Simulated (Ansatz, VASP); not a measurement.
**SbMo: VASP beside Ansatz**

The input INCAR:

```
SYSTEM = SbMo
PREC = Accurate
ENCUT = 520
EDIFF = 1E-8
ISMEAR = -1
SIGMA = 0.08
LREAL = .False.
LASPH = .True.
NELM = 60
ALGO = Normal
ISIF = 2
LWAVE = .False.
LCHARG = .False.
GGA = PS
LEFG = .True.
NBANDS = 16
```

File KPOINTS:

```
Automatic mesh
0
Gamma
  10 10 10
  0 0 0
```

File POSCAR:

```
SbMo
1.0
    0.0000000000      3.0649472798      3.0649472798
    3.0649472798      0.0000000000      3.0649472798
    3.0649472798      3.0649472798      0.0000000000
Mo Sb
1 1
Direct
    0.0000000000      0.0000000000      0.0000000000
    0.2500000000      0.2500000000      0.2500000000
```

Input for Ansatz:

```yaml
crystal:
  lattice:
    - [0.0, 3.0649472798, 3.0649472798]
    - [3.0649472798, 0.0, 3.0649472798]
    - [3.0649472798, 3.0649472798, 0.0]
  atoms:
    - { symbol: Mo, position: [0.0, 0.0, 0.0] }
    - { symbol: Sb, position: [0.25, 0.25, 0.25] }
kpoints:
  mp_grid: { grid: [10, 10, 10] }
  band_path:
    path:
      - [0.0, 0.0, 0.0]
      - [-0.5, -0.5, 0.0]
      - [-0.375, -0.375, 0.25]
      - [-0.375, 0.0, 0.375]
      - [0.0, 0.0, 0.0]
      - [0.0, 0.0, 0.5]
      - [-0.5, -0.25, 0.25]
      - [-0.5, -0.5, 0.0]
    npoints: 5
scf:
  occupations: { method: fermi_dirac, width: 0.08 }
hamiltonian:
  xc: pbesol
  pseudopotentials: { kind: paw }
output:
  forces: true
  stress: true
  eigenvalues: true
  efg: { contact_densities: true }
```

Alike in both runs: task electric field gradients; functional PBEsol; k mesh 10 × 10 × 10; occupations fermi-dirac, width 0.08 eV; no spin polarisation.

|  | VASP | Ansatz |
| --- | --- | --- |
| version | VASP 6.6.1 | Ansatz 0.2.0 |
| potentials or method | VASP PAW PBE potentials, release 64 (Mo_sv, Sb) | PAW with Ansatz's default frozen-core files, scalar-relativistic |
| plane-wave cutoff (eV) | 520 | 420 |
| valence electrons in the cell | 19 | 29 |

```csv
,VASP,Ansatz,Ansatz less VASP
pressure (GPa),-3.1,-3.2,-0.08
```

VASP's potentials were made for PBE, not for PBEsol. VASP's potentials hold 19 valence electrons a cell and Ansatz's 29, so a difference there can come from the potentials and not from the codes.

Neither program's run includes spin-orbit coupling.
